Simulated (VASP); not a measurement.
# BiB2Te3 (P6/mmm) in VASP: single point with PBE

Aim: the single point of BiB2Te3 with PBE.

Program: VASP 6.6.1. These are calculated values, not measurements. Logs are shortened: lines on timing, memory, paths and dates and some standing lists are left out, and cuts for length are marked.

## 1. The cell of the first run

It takes space group P6/mmm (No. 191, hexagonal). Conventional cell: a = 6.741 Å, b = 6.741 Å, c = 3.728 Å, α = 90.00°, β = 90.00°, γ = 120.00°. Within 3.6 Å of B (site symmetry -6m2) lie 6 Te at 2.69 Å. Bi (site symmetry 6/mmm) has 2 Bi at 3.73 Å and 12 Te at 3.85 Å and 6 B at 3.89 Å within 4.9 Å. Te (site symmetry mmm) has 4 B at 2.69 Å and 4 Te at 3.37 Å within 3.6 Å.

## 2. Single point, PBE

File INCAR:

```
SYSTEM = BiB2Te3
ALGO = Normal ; EDIFF = 1E-6
ENCUT = 520 ; GGA = PE
ISIF = 2 ; ISMEAR = 0
LASPH = .True. ; LCHARG = .False.
LREAL = .False. ; LWAVE = .False.
NBANDS = 28 ; NELM = 80
PREC = Accurate ; SIGMA = 0.1
```

File KPOINTS:

```
k-points
0
Gamma
  3 3 6
  0 0 0
```

File POSCAR:

```
BiB2Te3
1.0
    6.7405596700      0.0000000000      0.0000000000
   -3.3702798400      5.8374959100      0.0000000000
    0.0000000000      0.0000000000      3.7276394900
B Bi Te
2 1 3
Direct
    0.3333333300      0.6666666700      0.0000000000
    0.6666666700      0.3333333300      0.0000000000
    0.0000000000      0.0000000000      0.0000000000
    0.5000000000      0.0000000000      0.5000000000
    0.5000000000      0.5000000000      0.5000000000
    0.0000000000      0.5000000000      0.5000000000
```

Potentials or basis: VASP PAW PBE potentials, release 64 (B, Bi_d, Te).

The run is started by

```bash
> cat potpaw_PBE.64/B/POTCAR potpaw_PBE.64/Bi_d/POTCAR potpaw_PBE.64/Te/POTCAR > POTCAR
> mpirun -np 1 vasp_std > vasp.out
```

OUTCAR:

```text
SYSTEM = BiB2Te3
   EDIFF = 1E-6
   ENCUT = 520
   GGA = PE
   ISIF = 2
   ISMEAR = 0
   LASPH = .True.
   LREAL = .False.
   NELM = 80
   PREC = Accurate

 ion  position               nearest neighbor table
   1  0.333  0.667  0.000-   6 2.69   6 2.69   4 2.69   4 2.69   5 2.69   5 2.69
   2  0.667  0.333  0.000-   6 2.69   6 2.69   4 2.69   4 2.69   5 2.69   5 2.69
   3  0.000  0.000  0.000-
   4  0.500  0.000  0.500-   1 2.69   2 2.69   1 2.69   2 2.69   6 3.37   6 3.37   5 3.37   5 3.37

   5  0.500  0.500  0.500-   1 2.69   2 2.69   1 2.69   2 2.69   6 3.37   6 3.37   4 3.37   4 3.37

   6  0.000  0.500  0.500-   1 2.69   2 2.69   1 2.69   2 2.69   4 3.37   4 3.37   5 3.37   5 3.37

  LATTYP: Found a hexagonal cell.
 ALAT       =     6.7405596700
 C/A-ratio  =     0.5530163180

  Lattice vectors:

 A1 = (   6.7405596700,   0.0000000000,   0.0000000000)
 A2 = (  -3.3702798400,   5.8374959100,   0.0000000000)
 A3 = (   0.0000000000,   0.0000000000,   3.7276394900)

Analysis of symmetry for initial positions (statically):
=====================================================================
 Subroutine PRICEL returns:
 Original cell was already a primitive cell.

 Routine SETGRP: Setting up the symmetry group for a
 hexagonal supercell.

 Subroutine GETGRP returns: Found 24 space group operations
 (whereof 24 operations were pure point group operations)
 out of a pool of 24 trial point group operations.

The static configuration has the point symmetry D_6h.

Analysis of symmetry for dynamics (positions and initial velocities):
=====================================================================
 Subroutine PRICEL returns:
 Original cell was already a primitive cell.

 Routine SETGRP: Setting up the symmetry group for a
 hexagonal supercell.

 Subroutine GETGRP returns: Found 24 space group operations
 (whereof 24 operations were pure point group operations)
 out of a pool of 24 trial point group operations.

The dynamic configuration has the point symmetry D_6h.

 Subroutine INISYM returns: Found 24 space group operations
 (whereof 24 operations are pure point group operations),
 and found     1 'primitive' translations

----------------------------------------------------------------------------------------

[... 86 lines left out ...]
   NELM   =     80;   NELMIN=  2; NELMDL= -5     # of ELM steps
   EDIFF  = 0.1E-05   stopping-criterion for ELM
   LREAL  =      F    real-space projection
   EDIFFG = 0.1E-04   stopping-criterion for IOM
   NSW    =      0    number of steps for IOM
   IBRION =     -1    ionic relax: 0-MD 1-quasi-New 2-CG
   NFREE  =      0    steps in history (QN), initial steepest desc. (CG)
   ISIF   =      2    stress and relaxation
   ISYM   =      2    0-nonsym 1-usesym 2-fastsym
   POTIM  = 0.5000    time-step for ionic-motion
   TEBEG  =    0.0;   TEEND  =   0.0 temperature during run
   PSTRESS=    0.0 pullay stress
   NELECT =      39.0000    total number of electrons
   NUPDOWN=      -1.0000    fix difference up-down
   EMIN   =  10.00;   EMAX   =-10.00  energy-range for DOS
   EFERMI =   0.00;   METHOD = LEGACY
   ISMEAR =     0;   SIGMA  =   0.10  broadening in eV -4-tet -1-fermi 0-gaus
   EFERMI_NEDOS =   21; number of points for ismear=-14 and -15
   IALGO  =     38    algorithm
   IMIX   =      4    mixing-type and parameters
     AMIX     =   0.40;   BMIX     =  1.00
     AMIX_MAG =   1.60;   BMIX_MAG =  1.00
  volume/ion in A,a.u.               =      24.45       164.97
  Fermi-wavevector in a.u.,A,eV,Ry     =   1.052715  1.989343 15.078102  1.108209
  Thomas-Fermi vector in A             =   2.187809
   LORBIT       =      0    0 simple, 1 ext, 2 COOP (PROOUT), +10 PAW based schemes
   GGA     = PE    functional components
   LHFCALC =     F    Hartree Fock is set to
   AEXX    =    0.0000 exact exchange contribution
   IVDW    =     0    specifies the selected vdW correction
   LEPSILON=     F    determine dielectric tensor
   LRPA    =     F    only Hartree local field effects (RPA)
 non-spin polarized calculation
 Gauss-broadening in eV      SIGMA  =   0.10
  energy-cutoff  :      520.00
  volume of cell :      146.68
 maximum number of plane-waves:      4010
 NGX is ok and might be reduce to    50
   NGX = 25   NGY = 25   NGZ = 13

 number of electron      38.9999997 magnetization

 Free energy of the ion-electron system (eV)
  ---------------------------------------------------
  ext. energy  EPLUGINS =         0.00000000
  ---------------------------------------------------
  free energy    TOTEN  =       -19.84880008 eV

  energy without entropy =      -19.80782355  energy(sigma->0) =      -19.82831182

 E-fermi :   6.6946     XC(G=0):  -9.8810

 val. band max:        6.6937580395   @ k =   0.3333   0.0000   0.1667
 cond. band min:       6.7615983596   @ k =   0.3333   0.0000   0.1667
 fundamental gap:      0.0678403201
 Fermi energy:         6.6946418173

 k-point     1 :       0.0000    0.0000    0.0000
  band No.  band energies     occupation
      1     -16.3946      2.00000
      2     -16.3946      2.00000
      3     -16.3712      2.00000
      4     -16.3385      2.00000
      5     -16.3385      2.00000
      6      -7.1367      2.00000
[... 361 lines left out ...]
     27      10.1512      0.00000
     28      10.8819      0.00000

------------------------ aborting loop because EDIFF is reached ----------------------------------------

  FORCE on cell =-STRESS in cart. coord.  units (eV):
  Direction    XX          YY          ZZ          XY          YZ          ZX
  --------------------------------------------------------------------------------------
  -------------------------------------------------------------------------------------
  Total       -1.2847804     -1.2847804    -13.5433567      0.0000000      0.0000000      0.0000000
  in kB      -14.0340500    -14.0340500   -147.9382403      0.0000000      0.0000000      0.0000000
  external PRESSURE =     -58.6687801 kB  Pullay stress =       0.0000000 kB

 VOLUME and BASIS-vectors are now :
 -----------------------------------------------------------------------------
  energy-cutoff  :      520.00
  volume of cell :      146.68
      direct lattice vectors                 reciprocal lattice vectors
     6.740559670  0.000000000  0.000000000     0.148355634  0.085653165  0.000000000
    -3.370279840  5.837495910  0.000000000     0.000000000  0.171306330  0.000000000
     0.000000000  0.000000000  3.727639490     0.000000000  0.000000000  0.268266286

 POSITION                                       TOTAL-FORCE (eV/Angst)
 -----------------------------------------------------------------------------------
     -0.00000      3.89166      0.00000         0.000000      0.000000      0.000000
      3.37028      1.94583      0.00000        -0.000000     -0.000000      0.000000
      0.00000      0.00000      0.00000        -0.000000      0.000000      0.000000
      3.37028      0.00000      1.86382        -0.000000      0.000000      0.000000
      1.68514      2.91875      1.86382        -0.000000      0.000000      0.000000
     -1.68514      2.91875      1.86382        -0.000000      0.000000      0.000000
 -----------------------------------------------------------------------------------
    total drift:                               -0.000000     -0.000000     -0.000000

  FREE ENERGIE OF THE ION-ELECTRON SYSTEM (eV)
  ---------------------------------------------------
  free  energy   TOTEN  =       -19.8488000833 eV

  energy  without entropy=      -19.8078235474  energy(sigma->0) =      -19.82831182
```

OSZICAR:

```text
N       E                     dE             d eps       ncg     rms          rms(c)
DAV:   1     0.257942768803E+03    0.25794E+03   -0.16288E+04   672   0.123E+03
DAV:   2     0.199765425058E+01   -0.25595E+03   -0.24906E+03   784   0.282E+02
DAV:   3    -0.198286155873E+02   -0.21826E+02   -0.21369E+02   864   0.883E+01
DAV:   4    -0.205703363903E+02   -0.74172E+00   -0.73415E+00   800   0.172E+01
DAV:   5    -0.205979142741E+02   -0.27578E-01   -0.27546E-01  1032   0.319E+00    0.147E+01
DAV:   6    -0.201603159198E+02    0.43760E+00   -0.11378E+01   784   0.809E+00    0.671E+00
DAV:   7    -0.198495582855E+02    0.31076E+00   -0.20232E+00   772   0.467E+00    0.592E+00
DAV:   8    -0.198675054491E+02   -0.17947E-01   -0.20607E-01   792   0.172E+00    0.230E+00
DAV:   9    -0.198488599641E+02    0.18645E-01   -0.76291E-02   764   0.836E-01    0.365E-01
DAV:  10    -0.198489100760E+02   -0.50112E-04   -0.82284E-03   832   0.334E-01    0.419E-01
DAV:  11    -0.198488300150E+02    0.80061E-04   -0.30510E-04   788   0.951E-02    0.126E-01
DAV:  12    -0.198488051190E+02    0.24896E-04   -0.10635E-04   792   0.368E-02    0.526E-02
DAV:  13    -0.198488026153E+02    0.25038E-05   -0.57669E-05   836   0.220E-02    0.151E-02
DAV:  14    -0.198488003013E+02    0.23139E-05   -0.22854E-05   740   0.134E-02    0.370E-03
DAV:  15    -0.198488000833E+02    0.21805E-06   -0.18359E-06   456   0.448E-03
   1 F= -.19848800E+02 E0= -.19828312E+02  d E =-.409765E-01
```

stdout:

```text
POSCAR found type information on POSCAR B BiTe
 POSCAR found :  3 types and       6 ions
 scaLAPACK will be used
 LDA part: xc-table for (Slater+PW92), standard interpolation
 POSCAR, INCAR and KPOINTS ok, starting setup
 FFT: planning ... GRIDC
 FFT: planning ... GRID_SOFT
 FFT: planning ... GRID
 WAVECAR not read
 entering main loop
```

Run time: 64 s. Hardware: 1 thread of AMD EPYC 7R43 (Zen 3), shared host; peak memory 0.23 GiB.

Results:

| Property | Result |
| --- | --- |
| Free energy | -19.8488 eV |
| Pressure | -5.9 GPa |

Levels at points of the mesh, in eV from the Fermi level:
| k point | band 16 | band 17 | band 18 | band 19 | band 20 | band 21 | band 22 | band 23 |
| --- | --- | --- | --- | --- | --- | --- | --- | --- |
| (0.00, 0.00, 0.00) | -1.00 | 0.10 | 0.10 | 0.13 | 0.24 | 0.94 | 1.50 | 1.50 |
| (0.00, 0.00, 0.50) | -3.56 | -2.53 | -1.60 | -1.60 | 0.91 | 1.31 | 1.31 | 1.48 |

Caveat: spin-orbit coupling is left out, which moves the levels of the heavy elements.
